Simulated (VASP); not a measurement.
# Pd: single point with LDA

Pd:

```
CELL_PARAMETERS angstrom
2.53828 0.00000 0.00000
0.00000 2.53828 0.00000
0.00000 0.00000 2.53828
ATOMIC_POSITIONS crystal
Pd 0.00000 0.00000 0.00000
```

* Program: VASP 6.6.1
* Task: single point
* Functional: LDA
* Potentials or basis: VASP PAW LDA potentials, release 64 (Pd)
* Cutoff: 500 eV
* k mesh: 9 × 9 × 9
* Occupations: fermi-dirac, width 0.05 eV
* Spin: no spin polarisation

The pressure is 0.0 GPa and the band gap on the k mesh is zero (band 5 reaches 9.29 eV, above the bottom of band 6 at 7.56 eV).

Levels at points of the mesh, in eV from the Fermi level:
```
           k point  band 1  band 2  band 3  band 4  band 5  band 6  band 7  band 8  band 9  band 10
(0.00, 0.00, 0.00)   -6.51   -5.03   -5.03    0.13    0.13    0.13   17.03   17.03   17.03    23.96
```

Wall time 13 s on 1 thread of AMD EPYC 7R13, with other jobs on the host, peak memory 0.09 GiB.
